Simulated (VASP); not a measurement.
# Si in VASP: further runs, part 2 of 2

VASP 6.6.1. Earlier steps stand in the parts before.

### Step 3. Single point, PBE+D3(BJ)

Input file INCAR:

```
SYSTEM = Si
ALGO = Normal ; DIPOL = 0.5 0.5 0.496
EDIFF = 1E-6 ; ENCUT = 520
GGA = PE ; IDIPOL = 3
ISIF = 2 ; ISMEAR = 0
IVDW = 12 ; LASPH = .TRUE.
LCHARG = .FALSE. ; LDIPOL = .TRUE.
LREAL = .FALSE. ; LWAVE = .FALSE.
NBANDS = 21 ; NELM = 60
PREC = Accurate ; SIGMA = 0.05
```

Input file KPOINTS:

```
k-points
0
G
  8 6 1
  0 0 0
```

Input file POSCAR:

```
Si
1.0
    3.8333442767      0.0000000000      0.0000000000
    0.0000000000      5.4211674654      0.0000000000
    0.0000000000      0.0000000000     17.8333442767
Si
6
Direct
    0.5000000000      0.0000000000      0.3925231236
    0.0000000000      0.2500000000      0.3925231236
    0.0000000000      0.5038841205      0.4971763851
    0.5000000000      0.7461158795      0.4971763851
    0.5000000000      0.0086034149      0.5993129937
    0.0000000000      0.2413965851      0.5993129937
```

Potentials or basis: VASP PAW PBE potentials, release 64 (Si).

Run with:

```console
cat potpaw_PBE.64/Si/POTCAR > POTCAR
mpirun -np 1 vasp_std > vasp.out
```

OUTCAR:

```text
SYSTEM = Si
   EDIFF = 1E-6
   ENCUT = 520
   GGA = PE
   ISIF = 2
   ISMEAR = 0
   IVDW = 12
   LASPH = .TRUE.
   LREAL = .FALSE.
   NELM = 60
   PREC = Accurate
 IVDW          = 12

 ion  position               nearest neighbor table
   1  0.500  0.000  0.393-   4 2.32   2 2.35   2 2.35
   2  0.000  0.250  0.393-   3 2.32   1 2.35   1 2.35
   3  0.000  0.504  0.497-   6 2.31   2 2.32   4 2.32   4 2.32
   4  0.500  0.746  0.497-   5 2.31   1 2.32   3 2.32   3 2.32
   5  0.500  0.009  0.599-   6 2.29   6 2.29   4 2.31
   6  0.000  0.241  0.599-   5 2.29   5 2.29   3 2.31

[... 694 lines left out ...]
  Total       0.29611     0.89534    -0.07114     0.00000     0.00000     0.00000
  in kB       1.28013     3.87075    -0.30754     0.00000     0.00000     0.00000
  external pressure =        1.61 kB  Pullay stress =        0.00 kB

 VOLUME and BASIS-vectors are now :
 -----------------------------------------------------------------------------
  energy-cutoff  :      520.00
  volume of cell :      370.60
      direct lattice vectors                 reciprocal lattice vectors
     3.833344277  0.000000000  0.000000000     0.260868820  0.000000000  0.000000000
     0.000000000  5.421167465  0.000000000     0.000000000  0.184462112  0.000000000
     0.000000000  0.000000000 17.833344277     0.000000000  0.000000000  0.056074732

 POSITION                                       TOTAL-FORCE (eV/Angst)
 -----------------------------------------------------------------------------------
      1.91667      0.00000      7.00000         0.000000      0.551258      0.000157
      0.00000      1.35529      7.00000         0.000000     -0.551258      0.000157
      0.00000      2.73164      8.86632         0.000000      0.005313      0.011007
      1.91667      4.04482      8.86632         0.000000     -0.005313      0.011007
      1.91667      0.04664     10.68775         0.000000     -0.009878     -0.011164
      0.00000      1.30865     10.68775         0.000000      0.009878     -0.011164
 -----------------------------------------------------------------------------------
    total drift:                               -0.000000      0.000000     -0.000013

  FREE ENERGIE OF THE ION-ELECTRON SYSTEM (eV)
  ---------------------------------------------------
  free  energy   TOTEN  =       -29.9060004996 eV

  energy  without entropy=      -29.8974728421  energy(sigma->0) =      -29.90173667

 vacuum level on the upper side and lower side of the slab         3.296         3.326
```

OSZICAR:

```text
N       E                     dE             d eps       ncg     rms          rms(c)
DAV:   1     0.107197837808E+03    0.10720E+03   -0.75070E+03   840   0.810E+02
DAV:   2    -0.196182291136E+02   -0.12682E+03   -0.12405E+03  1250   0.139E+02
DAV:   3    -0.290526649918E+02   -0.94344E+01   -0.93164E+01  1028   0.391E+01
[... 15 lines left out ...]
DAV:  19    -0.283861022916E+02   -0.81951E-04   -0.43315E-06   940   0.631E-03    0.259E-03
DAV:  20    -0.283861382168E+02   -0.35925E-04   -0.15573E-06   825   0.316E-03    0.109E-03
DAV:  21    -0.283861590409E+02   -0.20824E-04   -0.12786E-06   820   0.259E-03    0.575E-04
DAV:  22    -0.283861614416E+02   -0.24008E-05   -0.98376E-08   753   0.987E-04    0.366E-04
DAV:  23    -0.283861621774E+02   -0.73574E-06   -0.39682E-08   707   0.648E-04
   1 F= -.29906000E+02 E0= -.29901737E+02  d E =-.852766E-02
```

stdout:

```text
POSCAR found type information on POSCAR Si
 POSCAR found :  1 types and       6 ions
 scaLAPACK will be used
 LDA part: xc-table for (Slater+PW92), standard interpolation
 POSCAR, INCAR and KPOINTS ok, starting setup
 FFT: planning ... GRIDC
 FFT: planning ... GRID_SOFT
 FFT: planning ... GRID
 WAVECAR not read
 entering main loop
```

It took 5 min on 1 thread of Intel Xeon 6975P-C, shared host; peak memory 0.46 GiB.

Results:

```
Free energy                : -29.9060 eV
Largest force              : 0.551 eV/Å
Band gap on the k mesh     : zero (band 12 reaches -1.32 eV, above the bottom of band 13 at -1.51 eV)
Dispersion energy per atom : -0.253 eV
```

Forces on the atoms (eV/Å):
```
Si   0.000  0.551  0.000
Si   0.000 -0.551  0.000
Si   0.000  0.005  0.011
Si   0.000 -0.005  0.011
Si   0.000 -0.010 -0.011
Si   0.000  0.010 -0.011
```

### Step 4. Single point, PBE+D3(BJ)

This run uses another cell than the first one: it holds 12 atoms, not 6.

Input file INCAR:

```
SYSTEM = Si
PREC = Accurate
ENCUT = 520
EDIFF = 1E-6
ISMEAR = 0
SIGMA = 0.05
LREAL = .False.
LASPH = .True.
NELM = 80
ALGO = Normal
ISIF = 2
LWAVE = .False.
LCHARG = .True.
LDIPOL = .True.
IDIPOL = 3
DIPOL = 0.5 0.5 0.283
GGA = PE
IVDW = 12
LELF = .True.
LVHAR = .True.
LVACPOTAV = .True.
NBANDS = 36
```

Input file KPOINTS:

```
regular mesh
0
Gamma
  4 5 1
  0 0 0
```

Input file POSCAR:

```
Si
1.0
    7.6666885535      0.0000000000      0.0000000000
    0.0000000000      5.4211674654      0.0000000000
    0.0000000000      0.0000000000     20.6877549460
Si
12
Direct
    0.2500000000      0.0000000000      0.1933510915
    0.7500000000      0.0000000000      0.1933510915
    0.0000000000      0.2500000000      0.1933510915
    0.5000000000      0.2500000000      0.1933510915
    0.0000000000      0.5038841205      0.2835647299
    0.5000000000      0.5038841205      0.2835647299
    0.2500000000      0.7461158795      0.2835647299
    0.7500000000      0.7461158795      0.2835647299
    0.2500000000      0.0086034149      0.3716089525
    0.7500000000      0.0086034149      0.3716089525
    0.0000000000      0.2413965851      0.3716089525
    0.5000000000      0.2413965851      0.3716089525
```

Run with:

```console
cat potpaw_PBE.64/Si/POTCAR > POTCAR
mpirun -np 1 vasp_std > vasp.out
```

Wall time 11 min (1 thread of Intel Xeon 6975P-C, shared host); peak memory 0.82 GiB.

The run converged. Its results:

| Property | Result |
| --- | --- |
| Free energy | -59.8113 eV |
| Largest force | 0.544 eV/Å |
| Band gap on the k mesh | zero (band 24 reaches -1.69 eV, above the bottom of band 25 at -1.95 eV) |
| Dispersion energy per atom | -0.253 eV |

Forces on the atoms (eV/Å):
```
Si   0.000  0.543 -0.021
Si   0.000  0.543 -0.021
Si   0.000 -0.543 -0.021
Si   0.000 -0.543 -0.021
Si   0.000 -0.034  0.000
Si   0.000 -0.034  0.000
Si   0.000  0.034  0.000
Si   0.000  0.034  0.000
Si   0.000 -0.016  0.021
Si   0.000 -0.016  0.021
Si   0.000  0.016  0.021
Si   0.000  0.016  0.021
```

Levels at points of the mesh, in eV from the Fermi level:
```tsv
k point	band 22	band 23	band 24	band 25	band 26	band 27
(0.00, 0.00, 0.00)	-0.73	-0.41	-0.30	0.26	0.51	0.51
(0.50, 0.00, 0.00)	-0.74	-0.25	-0.25	-0.11	-0.11	1.60
```
